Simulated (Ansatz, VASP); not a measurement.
Os in VASP and in Ansatz

```
CELL_PARAMETERS angstrom
2.77008 0.00000 0.00000
-1.38504 2.39896 0.00000
0.00000 0.00000 4.37654
ATOMIC_POSITIONS crystal
Os 0.66667 0.33333 0.75000
Os 0.33333 0.66667 0.25000
```

Change from the starting cell: volume scaled by 1.04.

Alike in both runs: task single point; functional RPBE; dispersion D4; k mesh 11 × 11 × 6; occupations fermi-dirac, width 0.05 eV; no spin polarisation.

|  | VASP | Ansatz |
| --- | --- | --- |
| version | VASP 6.6.1 | Ansatz 0.2.0 |
| potentials or method | VASP PAW PBE potentials, release 64 (Os), cutoff 520 eV | all-electron LAPW, scalar-relativistic |

Ansatz gave:

| Item | Value |
| --- | --- |
| gap on the k mesh at the Fermi level (eV) | none |
| pressure (GPa) | -15.7 |
| traceless stress, the component that is largest in VASP (GPa) | -0.36 |

Question: What did VASP give for the same quantities?

Answer: gap on the k mesh at the Fermi level (eV): none; pressure (GPa): -16.2; traceless stress, the component that is largest in VASP (GPa): -0.47.

VASP's potentials were made for PBE, not for RPBE. A gap of «none» marks a metal or a gap that the smearing closes. Ansatz ran all-electron here, and VASP with PAW potentials.

Neither program's run includes spin-orbit coupling.
